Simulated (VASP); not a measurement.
Wanted: the native input for a VASP 6.6.1 run.

```
Task                   : single point
Functional             : PBE
Potentials or basis    : VASP PAW PBE potentials, release 64 (Al, H)
Cutoff                 : 520 eV
k mesh                 : 9 × 3 × 1
Occupations            : gaussian, width 0.1 eV
Spin                   : no spin polarisation
Dipole correction      : yes
Further INCAR settings : ALGO = Normal; EDIFF = 1e-06; NBANDS = 25
```

The structure of Al9H lies in POSCAR:

```
Al9H
1.0
    2.8543223330      0.0000000000      0.0000000000
   -1.4271611665      9.7033329366      0.0000000000
    0.0000000000      0.0000000000     21.7902708969
Al H
9 1
Direct
    0.5324485604      0.0648971207      0.1835681630
    0.6709687938      0.3419375876      0.2292758741
    0.2986728405      0.5973456810      0.2384174163
    0.9263768872      0.8527537744      0.2475589585
    0.0639738222      0.1277383808      0.2937147080
    0.1995905480      0.4042696935      0.3452583266
    0.8288544886      0.6597110299      0.3524478004
    0.4526361687      0.9111292155      0.3607640453
    0.5925232094      0.1814597089      0.4034034702
    1.4675232094      1.0564597089      0.4800431783
```

The input as run:

INCAR

```
SYSTEM = Al9H
PREC = Accurate ; ENCUT = 520
EDIFF = 1E-6 ; ISMEAR = 0
SIGMA = 0.1 ; LREAL = .False.
LASPH = .True. ; NELM = 100
ALGO = Normal ; ISIF = 2
LWAVE = .False. ; LCHARG = .False.
LDIPOL = .True. ; IDIPOL = 3
DIPOL = 0.5 0.5 0.313 ; GGA = PE
NBANDS = 25
```

KPOINTS

```
Automatic mesh
0
Gamma
  9 3 1
  0 0 0
```

Potentials or basis: VASP PAW PBE potentials, release 64 (Al, H).

Launch:

```console
$ cat potpaw_PBE.64/Al/POTCAR potpaw_PBE.64/H/POTCAR > POTCAR
$ mpirun -np 1 vasp_std > vasp.out
```

Results of the run:

* Largest force: 2.003 eV/Å
* Band gap on the k mesh: zero (band 14 reaches -0.95 eV, above the bottom of band 15 at -1.56 eV)

Run time: 3.7 min on 1 thread of AMD EPYC 9R45 96-Core Processor (Zen 5) (shared host), peak memory 0.64 GiB.
